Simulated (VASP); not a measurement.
**NaHf2: relaxation of cell and atoms with PBE**

Crystal: NaHf2.

```
CELL_PARAMETERS angstrom
5.41505 0.00000 0.00000
-2.70753 4.68957 0.00000
0.00000 0.00000 2.81497
ATOMIC_POSITIONS crystal
Na 0.00000 0.00000 0.00000
Hf 0.33333 0.66667 0.50000
Hf 0.66667 0.33333 0.50000
```

- Program: VASP 6.6.1
- Task: relaxation of cell and atoms
- Functional: PBE
- Potentials or basis: VASP PAW PBE potentials, release 64 (Na_pv, Hf_pv)
- Cutoff: 600 eV
- k mesh: 6 × 6 × 6
- Occupations: gaussian, width 0.1 eV
- Spin: no spin polarisation
- Dipole correction: no
- Further INCAR settings: ALGO = Normal; EDIFF = 1e-06; IBRION = 2; EDIFFG = -0.04; NSW = 90; ISIF = 3

```json
{
 "Relaxed volume": "24.09 Å³/atom",
 "Relaxed cell": "a = 5.365 Å, b = 5.365 Å, c = 2.899 Å, α = 90.00°, β = 90.00°, γ = 120.00°",
 "Space group after relaxing (to 0.05 Å)": "P6/mmm (No. 191)",
 "Energy gained by relaxing": "11.1 meV/atom",
 "Ionic steps": "5",
 "Pressure after relaxing": "0.0 GPa"
}
```

Step by step:
| step | energy change (eV) | largest force (eV/Å) | pressure (GPa) | volume (Å³) |
| --- | --- | --- | --- | --- |
| 1 | 0.0000 | 0.0000 | 1.13 | 71.48 |
| 2 | -0.0309 | 0.0000 | -0.74 | 73.20 |
| 3 | -0.0318 | 0.0000 | -0.46 | 72.92 |
| 4 | -0.0318 | 0.0000 | -0.49 | 72.95 |
| 5 | -0.0332 | 0.0000 | -0.03 | 72.26 |

Final structure:
```xyz
3
Lattice="5.3648 0.0000 0.0000 -2.6824 4.6460 0.0000 0.0000 0.0000 2.8991" Properties=species:S:1:pos:R:3 pbc="T T T"
Na    0.0000    0.0000    2.8991
Hf    0.0000    3.0973    1.4496
Hf    2.6824    1.5487    1.4496
```

Levels at points of the mesh, in eV from the Fermi level:
```tsv
k point	band 10	band 11	band 12	band 13	band 14	band 15	band 16	band 17
(0.00, 0.00, 0.00)	-5.90	-1.40	-1.22	-0.52	-0.52	0.13	0.13	4.11
(0.50, 0.00, 0.00)	-4.40	-3.32	-1.95	-0.59	-0.31	-0.29	0.64	2.68
(0.00, 0.00, 0.50)	-2.22	-1.34	-1.34	0.21	0.92	0.92	1.45	1.45
(0.50, 0.00, 0.50)	-1.73	-1.72	-0.71	-0.37	0.15	0.95	0.99	1.78
```

It took 69 s on 1 thread of Intel(R) Xeon(R) Platinum 8488C (Sapphire Rapids) (shared host), peak memory 0.24 GiB.

Caveat: the k points lie up to 0.36 Å⁻¹ apart in the final cell; spin-orbit coupling is left out, which moves the levels of the heavy elements.
